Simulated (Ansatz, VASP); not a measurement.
# GaAs: VASP beside Ansatz

```xyz
2
Lattice="0.0000 2.8751 2.8751 2.8751 0.0000 2.8751 2.8751 2.8751 0.0000" Properties=species:S:1:pos:R:3 pbc="T T T"
Ga    0.0000    0.0000    0.0000
As    1.4375    1.4375    1.4375
```

Alike in both runs: task single point; functional PBE; k mesh 4 × 4 × 4; occupations gaussian, width 0.1 eV; no spin polarisation.

|  | VASP | Ansatz |
| --- | --- | --- |
| version | VASP 6.6.1 | Ansatz 0.2.0 |
| potentials or method | VASP PAW PBE potentials, release 64 (Ga_d, As), cutoff 520 eV | scalar-relativistic, plane waves, PAW |
| valence electrons in the cell | 18 | 28 |

```csv
,VASP,Ansatz,Ansatz less VASP
gap on the k mesh at the Fermi level (eV),0.13,0.13,-0.003
least direct gap on the mesh (eV),0.13,0.13,-0.003
pressure (GPa),0.4,0.2,-0.17
```

With one functional, cell and mesh, what is left measures potentials, basis and numerics. VASP's potentials hold 18 valence electrons a cell and Ansatz's 28, so a difference there can come from the potentials and not from the codes.

The k mesh is coarse, so the values compare programs but aren't converged.
